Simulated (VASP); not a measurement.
# Os (P6_3/mmc) in VASP: notebook, part 2 of 2

VASP 6.6.1. Earlier steps stand in the parts before.

**3. Single point, LDA**

This run uses another cell than the first one, of 12.86 Å³/atom.

Input file INCAR:

```
PREC = Accurate ; ENCUT = 600
EDIFF = 1E-6 ; ISMEAR = -1
SIGMA = 0.15 ; LREAL = F
LASPH = T ; NELM = 120
ALGO = Normal ; ISIF = 2
LWAVE = F ; LCHARG = F
NBANDS = 15 ; GGA_COMPAT = F
```

Input file KPOINTS:

```
Automatic mesh
0
Gamma
  11 11 6
```

Input file POSCAR:

```
Os
1.0
    2.6591551098      0.0000000000      0.0000000000
   -1.3295775549      2.3028958811      0.0000000000
    0.0000000000      0.0000000000      4.2012919526
Os
2
Direct
    0.3333333333      0.6666666667      0.2500000000
    0.6666666667      0.3333333333      0.7500000000
```

Potentials or basis: VASP PAW LDA potentials, release 64 (Os).

Launch:

```sh
$ cat potpaw_LDA.64/Os/POTCAR > POTCAR
$ mpirun -np 1 vasp_std > vasp.out
```

OUTCAR:

```text
PREC = Accurate
   ENCUT = 600
   EDIFF = 1E-6
   ISMEAR = -1
   LREAL = F
   LASPH = T
   NELM = 120
   ISIF = 2

 ion  position               nearest neighbor table
   1  0.333  0.667  0.250-   2 2.60   2 2.60   2 2.60   2 2.60   2 2.60   2 2.60
   2  0.667  0.333  0.750-   1 2.60   1 2.60   1 2.60   1 2.60   1 2.60   1 2.60

  LATTYP: Found a hexagonal cell.
 ALAT       =     2.6591551098
 C/A-ratio  =     1.5799348963

  Lattice vectors:

 A1 = (   2.6591551098,   0.0000000000,   0.0000000000)
 A2 = (  -1.3295775549,   2.3028958811,   0.0000000000)
 A3 = (   0.0000000000,   0.0000000000,   4.2012919526)

Analysis of symmetry for initial positions (statically):
=====================================================================
 Subroutine PRICEL returns:
 Original cell was already a primitive cell.

 Routine SETGRP: Setting up the symmetry group for a
 hexagonal supercell.

 Subroutine GETGRP returns: Found 24 space group operations
 (whereof 12 operations were pure point group operations)
 out of a pool of 24 trial point group operations.

The static configuration has the point symmetry D_3d.
 The point group associated with its full space group is D_6h.

Analysis of symmetry for dynamics (positions and initial velocities):
=====================================================================
 Subroutine PRICEL returns:
 Original cell was already a primitive cell.

 Routine SETGRP: Setting up the symmetry group for a
 hexagonal supercell.

 Subroutine GETGRP returns: Found 24 space group operations
 (whereof 12 operations were pure point group operations)
 out of a pool of 24 trial point group operations.

The dynamic configuration has the point symmetry D_3d.
 The point group associated with its full space group is D_6h.

 Subroutine INISYM returns: Found 24 space group operations
 (whereof 12 operations are pure point group operations),
 and found     1 'primitive' translations

----------------------------------------------------------------------------------------

                                     Primitive cell

[... 121 lines left out ...]
 non-spin polarized calculation
  energy-cutoff  :      600.00
  volume of cell :       25.73
 maximum number of plane-waves:       880
 NGX is ok and might be reduce to    24
   NGX = 11   NGY = 11   NGZ = 17

 number of electron      16.0000000 magnetization

 Free energy of the ion-electron system (eV)
  ---------------------------------------------------
  ext. energy  EPLUGINS =         0.00000000
  ---------------------------------------------------
  free energy    TOTEN  =       -25.16631269 eV

  energy without entropy =      -25.07294611  energy(sigma->0) =      -25.11962940

 E-fermi :  10.7142     XC(G=0): -14.6554

 val. band max:       10.6617327578   @ k =   0.0909   0.0000   0.3333
 cond. band min:      10.7482491894   @ k =   0.3636   0.0909   0.3333
 fundamental gap:      0.0865164316
 Fermi energy:        10.7142029096

 k-point     1 :       0.0000    0.0000    0.0000
  band No.  band energies     occupation
      1      -0.8953      2.00000
      2       2.1390      2.00000
      3       7.2585      2.00000
      4       7.2585      2.00000
      5       7.5498      2.00000
      6       8.2236      2.00000
      7       8.2236      2.00000
      8       8.9642      1.99998
      9       8.9642      1.99998
     10      10.9274      0.38892
     11      12.6397      0.00001
     12      12.6397      0.00001
     13      20.8568      0.00000
     14      24.7949      0.00000
[... 401 lines left out ...]
      2       3.8868      2.00000
      3       5.4185      2.00000
      4       5.6443      2.00000
      5       6.9947      2.00000
      6       7.7023      2.00000
      7       8.4025      2.00000
      8       9.4154      1.99965
      9      10.1140      1.96408
     10      10.5456      1.50950
     11      13.1774      0.00000
     12      17.0092      0.00000
     13      22.2384      0.00000
     14      26.9553      0.00000
     15      27.7871      0.00000

 [... further k-points ...]

------------------------ aborting loop because EDIFF is reached ----------------------------------------

  FORCE on cell =-STRESS in cart. coord.  units (eV):
  Direction    XX          YY          ZZ          XY          YZ          ZX
  --------------------------------------------------------------------------------------
  -------------------------------------------------------------------------------------
  Total        5.5272456      5.5272456      5.9851597     -0.0000000     -0.0000000     -0.0000000
  in kB      344.2060579    344.2060589    372.7223979     -0.0000000     -0.0000000     -0.0000000
  external PRESSURE =     353.7115049 kB  Pullay stress =       0.0000000 kB

 VOLUME and BASIS-vectors are now :
 -----------------------------------------------------------------------------
  energy-cutoff  :      600.00
  volume of cell :       25.73
      direct lattice vectors                 reciprocal lattice vectors
     2.659155110  0.000000000  0.000000000     0.376059297  0.217117936  0.000000000
    -1.329577555  2.302895881  0.000000000     0.000000000  0.434235872  0.000000000
     0.000000000  0.000000000  4.201291953     0.000000000  0.000000000  0.238022021

 POSITION                                       TOTAL-FORCE (eV/Angst)
 -----------------------------------------------------------------------------------
     -0.00000      1.53526      1.05032         0.000000      0.000000      0.000000
      1.32958      0.76763      3.15097        -0.000000      0.000000      0.000000
 -----------------------------------------------------------------------------------
    total drift:                               -0.000000      0.000000     -0.000000

  FREE ENERGIE OF THE ION-ELECTRON SYSTEM (eV)
  ---------------------------------------------------
  free  energy   TOTEN  =       -25.1663126943 eV

  energy  without entropy=      -25.0729461148  energy(sigma->0) =      -25.11962940
```

OSZICAR:

```text
N       E                     dE             d eps       ncg     rms          rms(c)
DAV:   1     0.117435121487E+03    0.11744E+03   -0.83313E+03  1920   0.117E+03
DAV:   2    -0.214215301496E+02   -0.13886E+03   -0.12143E+03  1955   0.348E+02
DAV:   3    -0.266209903417E+02   -0.51995E+01   -0.50490E+01  2550   0.619E+01
DAV:   4    -0.266557906549E+02   -0.34800E-01   -0.34773E-01  2116   0.497E+00
DAV:   5    -0.266559565236E+02   -0.16587E-03   -0.16586E-03  2592   0.333E-01    0.389E+01
DAV:   6    -0.255313913081E+02    0.11246E+01   -0.80287E-01  2403   0.788E+00    0.185E+01
DAV:   7    -0.251763240096E+02    0.35507E+00   -0.59684E-01  2459   0.654E+00    0.107E+00
DAV:   8    -0.251673794189E+02    0.89446E-02   -0.84550E-03  1983   0.721E-01    0.285E-01
DAV:   9    -0.251663244413E+02    0.10550E-02   -0.14890E-03  2501   0.370E-01    0.501E-02
DAV:  10    -0.251663172577E+02    0.71836E-05   -0.17168E-05  2228   0.313E-02    0.112E-02
DAV:  11    -0.251663127542E+02    0.45036E-05   -0.16273E-06  1949   0.164E-02    0.173E-03
DAV:  12    -0.251663126943E+02    0.59850E-07   -0.81322E-08  1254   0.230E-03
   1 F= -.25166313E+02 E0= -.25119629E+02  d E =-.933666E-01
```

Wall time 15 s (1 thread of Intel Xeon 8259CL, shared host); peak memory 0.16 GiB.

What came out:

- Free energy: -25.1663 eV
- Pressure: 35.4 GPa
- Band gap on the k mesh: zero (bands 8 and 9 overlap by 4.44 eV)

Stress tensor (GPa, compression positive):
```
34.42  0.00  0.00
 0.00 34.42  0.00
 0.00  0.00 37.27
```

Caveat: the cell stands under pressure; spin-orbit coupling is left out, which moves the levels of the heavy elements.

**4. Single point, LDA**

This run uses another cell than the first one, of 13.42 Å³/atom.

Input file INCAR:

```
SYSTEM = Os
  ALGO = Normal
  EDIFF = 1E-6
  ENCUT = 600
  GGA = CA
  GGA_COMPAT = .FALSE.
  ISIF = 2
  ISMEAR = -1
  LASPH = .TRUE.
  LCHARG = .FALSE.
  LREAL = .FALSE.
  LWAVE = .FALSE.
  NBANDS = 15
  NELM = 120
  PREC = Accurate
  SIGMA = 0.15
```

Input file KPOINTS:

```
k-points
0
G
  11 11 6
  0 0 0
```

Input file POSCAR:

```
Os
1.0
    2.6971481730      0.0000000000      0.0000000000
   -1.3485740865      2.3357988390      0.0000000000
    0.0000000000      0.0000000000      4.2613185190
Os
2
Direct
    0.3333333333      0.6666666667      0.2500000000
    0.6666666667      0.3333333333      0.7500000000
```

Launch:

```sh
$ cat potpaw_LDA.64/Os/POTCAR > POTCAR
$ mpirun -np 1 vasp_std > vasp.out
```

Run time: 18 s. Hardware: 1 thread of Intel Xeon 8259CL, shared host; peak memory 0.16 GiB.

Results (log left out):

| Item | Value |
| --- | --- |
| Free energy | -25.3273 eV |
| Pressure | 11.5 GPa |
| Band gap on the k mesh | zero (bands 8 and 9 overlap by 4.15 eV) |

Stress tensor (GPa, compression positive):
```
11.12  0.00  0.00
 0.00 11.12  0.00
 0.00  0.00 12.30
```

Levels at points of the mesh, in eV from the Fermi level:
| k point | band 5 | band 6 | band 7 | band 8 | band 9 | band 10 | band 11 | band 12 |
| --- | --- | --- | --- | --- | --- | --- | --- | --- |
| (0.00, 0.00, 0.00) | -2.97 | -2.34 | -2.34 | -1.65 | -1.65 | 0.18 | 1.81 | 1.81 |
| (0.00, 0.00, 0.50) | -3.44 | -3.44 | -3.44 | -3.44 | 0.98 | 0.98 | 0.98 | 0.98 |

Caveat: the cell stands under pressure; spin-orbit coupling is left out, which moves the levels of the heavy elements.

**5. Single point, LDA**

This run uses another cell than the first one, of 13.98 Å³/atom.

Input file INCAR:

```
SYSTEM = Os
PREC = Accurate
ENCUT = 600
EDIFF = 1E-6
ISMEAR = -1
SIGMA = 0.15
LREAL = .FALSE.
LASPH = .TRUE.
NELM = 120
ALGO = Normal
ISIF = 2
LWAVE = .FALSE.
LCHARG = .FALSE.
NBANDS = 15
GGA_COMPAT = .FALSE.
```

Input file KPOINTS:

```
regular mesh
0
G
  11 11 6
  0 0 0
```

Input file POSCAR:

```
Os
1.0
    2.7341000000      0.0000000000      0.0000000000
   -1.3670500000      2.3678000600      0.0000000000
    0.0000000000      0.0000000000      4.3197000000
Os
2
Direct
    0.3333333333      0.6666666667      0.2500000000
    0.6666666667      0.3333333333      0.7500000000
```

Launch:

```sh
$ cat potpaw_LDA.64/Os/POTCAR > POTCAR
$ mpirun -np 1 vasp_std > vasp.out
```

Wall time 16 s (1 thread of Intel Xeon 8259CL, shared host); peak memory 0.16 GiB.

The run converged. Its results:

```
Free energy            : -25.3400 eV
Pressure               : -7.3 GPa
Band gap on the k mesh : zero (bands 8 and 9 overlap by 3.88 eV)
```

Stress tensor (GPa, compression positive):
```
-7.25  0.00  0.00
 0.00 -7.25  0.00
 0.00  0.00 -7.38
```

Levels at points of the mesh, in eV from the Fermi level:
| k point | band 5 | band 6 | band 7 | band 8 | band 9 | band 10 | band 11 | band 12 |
| --- | --- | --- | --- | --- | --- | --- | --- | --- |
| (0.00, 0.00, 0.00) | -2.80 | -2.21 | -2.21 | -1.55 | -1.55 | 0.16 | 1.70 | 1.70 |
| (0.00, 0.00, 0.50) | -3.24 | -3.24 | -3.24 | -3.24 | 0.90 | 0.90 | 0.90 | 0.90 |

Caveat: the cell stands under tension; spin-orbit coupling is left out, which moves the levels of the heavy elements.

**6. Single point, LDA**

This run uses another cell than the first one, of 14.54 Å³/atom.

Input file INCAR:

```
ALGO     = Normal         # electronic algorithm
EDIFF    = 1E-6           # SCF threshold, eV
ENCUT    = 600            # plane-wave cutoff, eV
GGA      = CA             # functional
GGA_COMPAT= False        
ISIF     = 2              # what is computed and relaxed
ISMEAR   = -1             # smearing method
LASPH    = True           # aspherical terms in the spheres
LCHARG   = True           # write CHGCAR
LELF     = True           # ELF
LREAL    = False          # projectors in reciprocal space
LVHAR    = True         
LWAVE    = False          # write WAVECAR
NBANDS   = 15             # bands
NELM     = 120            # most SCF steps
PREC     = Accurate       # precision mode
SIGMA    = 0.15           # smearing width, eV
```

Input file KPOINTS:

```
k-points
0
Gamma
  11 11 6
```

Input file POSCAR:

```
Os
1.0
    2.7700791260      0.0000000000      0.0000000000
   -1.3850395630      2.3989588972      0.0000000000
    0.0000000000      0.0000000000      4.3765446767
Os
2
Direct
    0.3333333333      0.6666666667      0.2500000000
    0.6666666667      0.3333333333      0.7500000000
```

Potentials or basis: VASP PAW LDA potentials, release 64 (Os).

Launch:

```sh
$ cat potpaw_LDA.64/Os/POTCAR > POTCAR
$ mpirun -np 1 vasp_std > vasp.out
```

Wall time 18 s (1 thread of Intel Xeon 8259CL, shared host); peak memory 0.16 GiB.

It converged, with:

- Free energy: -25.2360 eV
- Pressure: -22.1 GPa
- Band gap on the k mesh: zero (bands 8 and 9 overlap by 3.64 eV)

Stress tensor (GPa, compression positive):
```
-21.70   0.00   0.00
  0.00 -21.70   0.00
  0.00   0.00 -22.86
```

Levels at points of the mesh, in eV from the Fermi level:
```csv
k point,band 5,band 6,band 7,band 8,band 9,band 10,band 11,band 12
"(0.00, 0.00, 0.00)",-2.64,-2.08,-2.08,-1.47,-1.47,0.16,1.60,1.60
"(0.00, 0.00, 0.50)",-3.06,-3.06,-3.06,-3.06,0.84,0.84,0.84,0.84
```

Caveat: the cell stands under tension; spin-orbit coupling is left out, which moves the levels of the heavy elements.

**7. Summary**

| cell | gap on the mesh (eV) | pressure (GPa) |
| --- | --- | --- |
| a = 2.620, b = 2.620, c = 4.139 Å, angles 90.0, 90.0, 120.0°, 2 atoms | none | 65.6 |
| a = 2.659, b = 2.659, c = 4.201 Å, angles 90.0, 90.0, 120.0°, 2 atoms | none | 35.4 |
| a = 2.697, b = 2.697, c = 4.261 Å, angles 90.0, 90.0, 120.0°, 2 atoms | none | 11.5 |
| a = 2.734, b = 2.734, c = 4.320 Å, angles 90.0, 90.0, 120.0°, 2 atoms | none | -7.3 |
| a = 2.770, b = 2.770, c = 4.377 Å, angles 90.0, 90.0, 120.0°, 2 atoms | none | -22.1 |

Alike in all rows: task single point; level LDA; potentials or basis VASP PAW LDA potentials, release 64 (Os); no spin polarisation; k mesh 11 × 11 × 6; cutoff (eV) 600; smearing fermi-dirac 0.15 eV.

Caveats: spin-orbit coupling is left out, which moves the levels of the heavy elements; the cell stands under pressure (at least some runs); the cell stands under tension (at least some runs).

Total energies depend on the potentials used, so only differences within one code and one set of settings carry meaning.

The gap in the log of VASP goes by the Fermi energy; the results here count the filled bands.